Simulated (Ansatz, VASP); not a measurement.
## KSc: VASP beside Ansatz

```
CELL_PARAMETERS angstrom
5.91042 0.00000 0.00000
0.00000 5.91042 0.00000
0.00000 0.00000 5.91042
ATOMIC_POSITIONS crystal
K 0.13400 0.13400 0.13400
K 0.36600 0.86600 0.63400
K 0.63400 0.36600 0.86600
K 0.86600 0.63400 0.36600
Sc 0.84450 0.84450 0.84450
Sc 0.65550 0.15550 0.34450
Sc 0.34450 0.65550 0.15550
Sc 0.15550 0.34450 0.65550
```

Alike in both runs: task single point; functional r2SCAN; k mesh 4 × 4 × 4; occupations gaussian, width 0.1 eV; no spin polarisation.

```csv
,VASP,Ansatz
version,VASP 6.6.1,Ansatz 0.2.0
potentials or method,"VASP PAW PBE potentials, release 64 (K_sv, Sc_sv), cutoff 520 eV","scalar-relativistic, plane waves, PAW"
valence electrons in the cell,80,80
```

Ansatz gave:

| Property | Result |
| --- | --- |
| gap on the k mesh at the Fermi level (eV) | none |
| pressure (GPa) | 11.4 |
| rms of the force components (eV/Å) | 0.341 |

**Question.** What did VASP give for the same quantities?

**Answer.** gap on the k mesh at the Fermi level (eV): none; pressure (GPa): 11.5; rms of the force components (eV/Å): 0.344.

VASP's potentials were made for PBE, not for r2SCAN. Atom by atom the forces differ by 0.003 eV/Å (rms over components). A gap of «none» marks a metal or a gap that the smearing closes. With one functional, cell and mesh, what is left measures potentials, basis and numerics.
